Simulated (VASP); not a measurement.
# Sb (Fd-3m) in VASP: further runs

The runs below take Sb through single point, with LDA.

Program: VASP 6.6.1. These are calculated values, not measurements. Logs are shortened: lines on timing, memory, paths and dates and some standing lists are left out, and cuts for length are marked.

### Step 1. The cell of the first run

Symmetry: Fd-3m, No. 227, cubic system. Conventional cell: a = 5.746 Å, b = 5.746 Å, c = 5.746 Å, α = 90.00°, β = 90.00°, γ = 90.00°. Within 3.3 Å of Sb (site symmetry -43m) lie 4 Sb at 2.49 Å.

This isn't the form of Sb at room conditions, which is rhombohedral.

### Step 2. Single point, LDA (23.72 Å³/atom)

POSCAR reads:

```
Sb
1.0
    0.0000000000      2.8731059372      2.8731059372
    2.8731059372      0.0000000000      2.8731059372
    2.8731059372      2.8731059372      0.0000000000
Sb
2
Direct
   -0.1250000000     -0.1250000000     -0.1250000000
    0.1250000000      0.1250000000      0.1250000000
```

INCAR.step1 reads:

```
SYSTEM = Sb
ALGO     = Normal         ! electronic algorithm
EDIFF    = 1E-7           ! SCF threshold, eV
ENCUT    = 520            ! plane-wave cutoff, eV
ISIF     = 2              ! what is computed and relaxed
ISMEAR   = -1             ! smearing method
LASPH    = .True.         ! aspherical terms in the spheres
LCHARG   = .True.         ! write CHGCAR
LREAL    = .False.        ! projectors in reciprocal space
LWAVE    = .False.        ! write WAVECAR
NBANDS   = 12             ! bands
NELM     = 100            ! most SCF steps
PREC     = Accurate       ! precision mode
SIGMA    = 0.1            ! smearing width, eV
```

KPOINTS.step1 reads:

```
k-points
0
Gamma
  10 10 10
  0 0 0
```

INCAR.step2 reads:

```
SYSTEM = Sb
ALGO     = Normal         ! electronic algorithm
EDIFF    = 1E-7           ! SCF threshold, eV
ENCUT    = 520            ! plane-wave cutoff, eV
ICHARG   = 11             ! starting density
ISIF     = 2              ! what is computed and relaxed
ISMEAR   = -5             ! smearing method
LASPH    = .True.         ! aspherical terms in the spheres
LCHARG   = .False.        ! write CHGCAR
LORBIT   = 11             ! projections on sites
LREAL    = .False.        ! projectors in reciprocal space
LWAVE    = .False.        ! write WAVECAR
NEDOS    = 1001           ! points of the DOS
NELM     = 100            ! most SCF steps
PREC     = Accurate       ! precision mode
SIGMA    = 0.1            ! smearing width, eV
```

KPOINTS.step2 reads:

```
k-points
0
Gamma
  15 15 15
  0 0 0
```

Potentials or basis: VASP PAW LDA potentials, release 64 (Sb).

Command:

```bash
$ cat potpaw_LDA.64/Sb/POTCAR > POTCAR
$ cp INCAR.step1 INCAR
$ cp KPOINTS.step1 KPOINTS
$ mpirun -np 1 vasp_std > vasp.out
$ cp INCAR.step2 INCAR
$ cp KPOINTS.step2 KPOINTS
$ mpirun -np 1 vasp_std > vasp.out
```

OUTCAR:

```text
SYSTEM = Sb
   EDIFF = 1E-7
   ENCUT = 520
   ICHARG = 11
   ISIF = 2
   ISMEAR = -5
   LASPH = .True.
   LORBIT = 11
   LREAL = .False.
   NELM = 100
   PREC = Accurate

 ion  position               nearest neighbor table
   1  0.875  0.875  0.875-   2 2.49   2 2.49   2 2.49   2 2.49
   2  0.125  0.125  0.125-   1 2.49   1 2.49   1 2.49   1 2.49

  LATTYP: Found a face centered cubic cell.
 ALAT       =     5.7462118744

  Lattice vectors:

 A1 = (   0.0000000000,   2.8731059372,   2.8731059372)
 A2 = (   2.8731059372,   0.0000000000,   2.8731059372)
 A3 = (   2.8731059372,   2.8731059372,   0.0000000000)

Analysis of symmetry for initial positions (statically):
=====================================================================
 Subroutine PRICEL returns:
 Original cell was already a primitive cell.

 Routine SETGRP: Setting up the symmetry group for a
 face centered cubic supercell.

 Subroutine GETGRP returns: Found 48 space group operations
 (whereof 12 operations were pure point group operations)
 out of a pool of 48 trial point group operations.

The static configuration has the point symmetry D_3d.
 The point group associated with its full space group is O_h .

Analysis of symmetry for dynamics (positions and initial velocities):
=====================================================================
 Subroutine PRICEL returns:
 Original cell was already a primitive cell.

 Routine SETGRP: Setting up the symmetry group for a
 face centered cubic supercell.

 Subroutine GETGRP returns: Found 48 space group operations
 (whereof 12 operations were pure point group operations)
 out of a pool of 48 trial point group operations.

The dynamic configuration has the point symmetry D_3d.
 The point group associated with its full space group is O_h .

 Subroutine INISYM returns: Found 48 space group operations
 (whereof 12 operations are pure point group operations),
 and found     1 'primitive' translations

----------------------------------------------------------------------------------------

                                     Primitive cell

  volume of cell :      47.4335

  direct lattice vectors                    reciprocal lattice vectors
     0.000000000  2.873105937  2.873105937    -0.174027694  0.174027694  0.174027694
     2.873105937  0.000000000  2.873105937     0.174027694 -0.174027694  0.174027694
     2.873105937  2.873105937  0.000000000     0.174027694  0.174027694 -0.174027694

  length of vectors
[... 97 lines left out ...]
   EMIN   =  10.00;   EMAX   =-10.00  energy-range for DOS
   EFERMI =   0.00;   METHOD = LEGACY
   ISMEAR =    -5;   SIGMA  =   0.10  broadening in eV -4-tet -1-fermi 0-gaus
   EFERMI_NEDOS =   21; number of points for ismear=-14 and -15
   IALGO  =     38    algorithm
   IMIX   =      4    mixing-type and parameters
     AMIX     =   0.40;   BMIX     =  1.00
     AMIX_MAG =   1.60;   BMIX_MAG =  1.00
  volume/ion in A,a.u.               =      23.72       160.05
  Fermi-wavevector in a.u.,A,eV,Ry     =   0.974346  1.841247 12.916692  0.949350
  Thomas-Fermi vector in A             =   2.104798
   LORBIT       =     11    0 simple, 1 ext, 2 COOP (PROOUT), +10 PAW based schemes
   GGA     = CA    functional components
   LHFCALC =     F    Hartree Fock is set to
   AEXX    =    0.0000 exact exchange contribution
   IVDW    =     0    specifies the selected vdW correction
   LEPSILON=     F    determine dielectric tensor
   LRPA    =     F    only Hartree local field effects (RPA)
 non-spin polarized calculation
 Fermi weights with tetrahedron method with Bloechl corrections
  energy-cutoff  :      520.00
  volume of cell :       47.43
 maximum number of plane-waves:      1299

 number of electron      10.0000001 magnetization

 Free energy of the ion-electron system (eV)
  ---------------------------------------------------
  ext. energy  EPLUGINS =         0.00000000
  ---------------------------------------------------
  free energy    TOTEN  =        -5.25553864 eV

  energy without entropy =       -5.25553864  energy(sigma->0) =       -5.25553864

 E-fermi :  10.9490     XC(G=0): -10.5973

 val. band max:       11.0689260819   @ k =  -0.4667   0.2667   0.1333
 cond. band min:      10.7785576775   @ k =   0.0000   0.0000   0.0000
 fundamental gap:     -0.2903684044
 Fermi energy:        10.9490220005

 k-point     1 :       0.0000    0.0000    0.0000
  band No.  band energies     occupation
      1      -5.3237      2.00000
      2       8.1263      2.00000
      3       8.1263      2.00000
      4       8.1263      2.00000
      5       9.0425      2.00000
      6      10.7786      2.00000
      7      10.7786      2.23953
      8      10.7786      0.96600
      9      14.4960      0.00000
[... 265 lines left out ...]
 k-point    24 :       0.2000    0.1333    0.0000
  band No.  band energies     occupation
      1      -4.8105      2.00000
      2       4.8117      2.00000
      3       6.7057      2.00000
      4       6.7329      2.00000
      5      10.1036      2.00000
      6      11.1940      0.04663
      7      12.7085      0.00000
      8      12.8729      0.00000
      9      15.2819      0.00000

 [... further k-points ...]

------------------------ aborting loop because EDIFF is reached ----------------------------------------

  FORCE on cell =-STRESS in cart. coord.  units (eV):
  Direction    XX          YY          ZZ          XY          YZ          ZX
  --------------------------------------------------------------------------------------
  -------------------------------------------------------------------------------------
  Total       16.5477831     16.5477831     16.5477831      0.0000000     -0.0000000      0.0000000
  in kB      558.9403816    558.9403816    558.9403816      0.0000000     -0.0000000      0.0000000
  external PRESSURE =     558.9403816 kB  Pullay stress =       0.0000000 kB

 VOLUME and BASIS-vectors are now :
 -----------------------------------------------------------------------------
  energy-cutoff  :      520.00
  volume of cell :       47.43
      direct lattice vectors                 reciprocal lattice vectors
     0.000000000  2.873105937  2.873105937    -0.174027694  0.174027694  0.174027694
     2.873105937  0.000000000  2.873105937     0.174027694 -0.174027694  0.174027694
     2.873105937  2.873105937  0.000000000     0.174027694  0.174027694 -0.174027694

 POSITION                                       TOTAL-FORCE (eV/Angst)
 -----------------------------------------------------------------------------------
      5.02794      5.02794      5.02794         0.000000      0.000000      0.000000
      0.71828      0.71828      0.71828        -0.000000     -0.000000     -0.000000
 -----------------------------------------------------------------------------------
    total drift:                               -0.000000      0.000000      0.000000

  FREE ENERGIE OF THE ION-ELECTRON SYSTEM (eV)
  ---------------------------------------------------
  free  energy   TOTEN  =        -5.2555386386 eV

  energy  without entropy=       -5.2555386386  energy(sigma->0) =       -5.25553864

 total charge

# of ion       s       p       d       tot
------------------------------------------
    1        1.235   1.443   0.131   2.810
    2        1.235   1.443   0.131   2.810
--------------------------------------------------
tot          2.470   2.886   0.263   5.619
```

OUTCAR.step1:

```text
SYSTEM = Sb
   EDIFF = 1E-7
   ENCUT = 520
   ISIF = 2
   ISMEAR = -1
   LASPH = .True.
   LREAL = .False.
[... 581 lines left out ...]
      5.02794      5.02794      5.02794         0.000000      0.000000      0.000000
      0.71828      0.71828      0.71828        -0.000000     -0.000000     -0.000000
 -----------------------------------------------------------------------------------
    total drift:                               -0.000000      0.000000      0.000000

  FREE ENERGIE OF THE ION-ELECTRON SYSTEM (eV)
  ---------------------------------------------------
  free  energy   TOTEN  =        -5.2803943357 eV

  energy  without entropy=       -5.2492286002  energy(sigma->0) =       -5.26481147
```

OSZICAR.step1:

```text
N       E                     dE             d eps       ncg     rms          rms(c)
DAV:   1     0.383654522466E+02    0.38365E+02   -0.33394E+03  1128   0.652E+02
DAV:   2    -0.358691874573E+01   -0.41952E+02   -0.40755E+02  1460   0.118E+02
DAV:   3    -0.543442902998E+01   -0.18475E+01   -0.18218E+01  1396   0.255E+01
DAV:   4    -0.545151478341E+01   -0.17086E-01   -0.17080E-01  1304   0.303E+00
DAV:   5    -0.545172207277E+01   -0.20729E-03   -0.20729E-03  1416   0.358E-01    0.643E+00
DAV:   6    -0.532854551099E+01    0.12318E+00   -0.60609E-02  1208   0.122E+00    0.400E+00
DAV:   7    -0.528169523347E+01    0.46850E-01   -0.89094E-02  1252   0.150E+00    0.433E-01
DAV:   8    -0.528039526783E+01    0.13000E-02   -0.84790E-03  1208   0.513E-01    0.574E-02
DAV:   9    -0.528039424330E+01    0.10245E-05   -0.13567E-04  1412   0.875E-02    0.104E-02
DAV:  10    -0.528039489363E+01   -0.65033E-06   -0.61918E-06  1324   0.149E-02    0.638E-03
DAV:  11    -0.528039434976E+01    0.54387E-06   -0.20375E-06  1288   0.686E-03    0.213E-03
DAV:  12    -0.528039433571E+01    0.14049E-07   -0.74686E-08   904   0.176E-03
   1 F= -.52803943E+01 E0= -.52648115E+01  d E =-.311657E-01
```

Wall time 80 s (1 thread of Intel Xeon 8259CL, shared host); peak memory 0.17 GiB.

Results:

* Valence electrons inside the program's atomic spheres: Sb 2.81

Caveat: spin-orbit coupling is left out, which moves the levels of the heavy elements; tetrahedron occupations give inexact forces and stress in metals.

### Step 3. Single point, LDA (27.67 Å³/atom)

This run uses another cell than the first one, of 27.67 Å³/atom.

POSCAR reads:

```
Sb
1.0
    0.0000000000      3.0245950436      3.0245950436
    3.0245950436      0.0000000000      3.0245950436
    3.0245950436      3.0245950436      0.0000000000
Sb
2
Direct
   -0.1250000000     -0.1250000000     -0.1250000000
    0.1250000000      0.1250000000      0.1250000000
```

INCAR.step1 reads:

```
ALGO = Normal
EDIFF = 1E-6
ENCUT = 520
ISIF = 2
ISMEAR = -1
LASPH = T
LCHARG = T
LREAL = F
LWAVE = F
NBANDS = 12
NELM = 80
PREC = Accurate
SIGMA = 0.1
```

KPOINTS.step1 reads:

```
k-points
0
Gamma
  10 10 10
```

INCAR.step2 reads:

```
ALGO = Normal
EDIFF = 1E-6
ENCUT = 520
ICHARG = 11
ISIF = 2
ISMEAR = -5
LASPH = T
LCHARG = F
LORBIT = 10
LREAL = F
LWAVE = F
NBANDS = 12
NEDOS = 2001
NELM = 80
PREC = Accurate
SIGMA = 0.1
```

KPOINTS.step2 reads:

```
k-points
0
Gamma
  15 15 15
```

Potentials or basis: VASP PAW LDA potentials, release 64 (Sb).

Command:

```bash
$ cat potpaw_LDA.64/Sb/POTCAR > POTCAR
$ cp INCAR.step1 INCAR
$ cp KPOINTS.step1 KPOINTS
$ mpirun -np 1 vasp_std > vasp.out
$ cp INCAR.step2 INCAR
$ cp KPOINTS.step2 KPOINTS
$ mpirun -np 1 vasp_std > vasp.out
```

OUTCAR:

```text
EDIFF = 1E-6
   ENCUT = 520
   ICHARG = 11
   ISIF = 2
   ISMEAR = -5
   LASPH = T
   LORBIT = 10
   LREAL = F
   NELM = 80
   PREC = Accurate

 ion  position               nearest neighbor table
   1  0.875  0.875  0.875-   2 2.62   2 2.62   2 2.62   2 2.62
   2  0.125  0.125  0.125-   1 2.62   1 2.62   1 2.62   1 2.62

  LATTYP: Found a face centered cubic cell.
 ALAT       =     6.0491900872

  Lattice vectors:

 A1 = (   0.0000000000,   3.0245950436,   3.0245950436)
 A2 = (   3.0245950436,   0.0000000000,   3.0245950436)
 A3 = (   3.0245950436,   3.0245950436,   0.0000000000)

Analysis of symmetry for initial positions (statically):
=====================================================================
 Subroutine PRICEL returns:
 Original cell was already a primitive cell.

 Routine SETGRP: Setting up the symmetry group for a
 face centered cubic supercell.

 Subroutine GETGRP returns: Found 48 space group operations
 (whereof 12 operations were pure point group operations)
 out of a pool of 48 trial point group operations.

[... 517 lines left out ...]
 k-point    24 :       0.2000    0.1333    0.0000
  band No.  band energies     occupation
      1      -5.6622      2.00000
      2       2.5905      2.00000
      3       4.9195      2.00000
      4       4.9274      2.00000
      5       8.0647      2.00000
      6       8.3289      2.26954
      7      10.2884      0.00000
      8      10.4137      0.00000
      9      13.0294      0.00000
     10      14.0820      0.00000
     11      15.1699      0.00000
     12      16.3651      0.00000

 [... further k-points ...]

------------------------ aborting loop because EDIFF is reached ----------------------------------------

  FORCE on cell =-STRESS in cart. coord.  units (eV):
  Direction    XX          YY          ZZ          XY          YZ          ZX
  --------------------------------------------------------------------------------------
  -------------------------------------------------------------------------------------
  Total        9.7384015      9.7384015      9.7384015     -0.0000000     -0.0000000     -0.0000000
  in kB      281.9464010    281.9464010    281.9464010     -0.0000000     -0.0000000     -0.0000000
  external PRESSURE =     281.9464010 kB  Pullay stress =       0.0000000 kB

 VOLUME and BASIS-vectors are now :
 -----------------------------------------------------------------------------
  energy-cutoff  :      520.00
  volume of cell :       55.34
      direct lattice vectors                 reciprocal lattice vectors
     0.000000000  3.024595044  3.024595044    -0.165311386  0.165311386  0.165311386
     3.024595044  0.000000000  3.024595044     0.165311386 -0.165311386  0.165311386
     3.024595044  3.024595044  0.000000000     0.165311386  0.165311386 -0.165311386

 POSITION                                       TOTAL-FORCE (eV/Angst)
 -----------------------------------------------------------------------------------
      5.29304      5.29304      5.29304         0.000000      0.000000      0.000000
      0.75615      0.75615      0.75615        -0.000000     -0.000000     -0.000000
 -----------------------------------------------------------------------------------
    total drift:                                0.000000      0.000000     -0.000000

  FREE ENERGIE OF THE ION-ELECTRON SYSTEM (eV)
  ---------------------------------------------------
  free  energy   TOTEN  =        -7.2432996277 eV

  energy  without entropy=       -7.2432996277  energy(sigma->0) =       -7.24329963

 total charge

# of ion       s       p       d       tot
------------------------------------------
    1        1.244   1.320   0.086   2.651
    2        1.244   1.320   0.086   2.651
--------------------------------------------------
tot          2.488   2.641   0.173   5.302
```

OUTCAR.step1:

```text
EDIFF = 1E-6
   ENCUT = 520
   ISIF = 2
   ISMEAR = -1
   LASPH = T
   LREAL = F
[... 580 lines left out ...]
 -----------------------------------------------------------------------------------
      5.29304      5.29304      5.29304         0.000000      0.000000      0.000000
      0.75615      0.75615      0.75615        -0.000000     -0.000000     -0.000000
 -----------------------------------------------------------------------------------
    total drift:                                0.000000      0.000000     -0.000000

  FREE ENERGIE OF THE ION-ELECTRON SYSTEM (eV)
  ---------------------------------------------------
  free  energy   TOTEN  =        -7.2697779325 eV

  energy  without entropy=       -7.2281775492  energy(sigma->0) =       -7.24897774
```

It took 73 s on 1 thread of Intel Xeon 8259CL, shared host; peak memory 0.19 GiB.

Results:

```yaml
Valence_electrons_inside_the_program's_atomic_spheres: Sb 2.65
```

Caveat: spin-orbit coupling is left out, which moves the levels of the heavy elements; tetrahedron occupations give inexact forces and stress in metals.
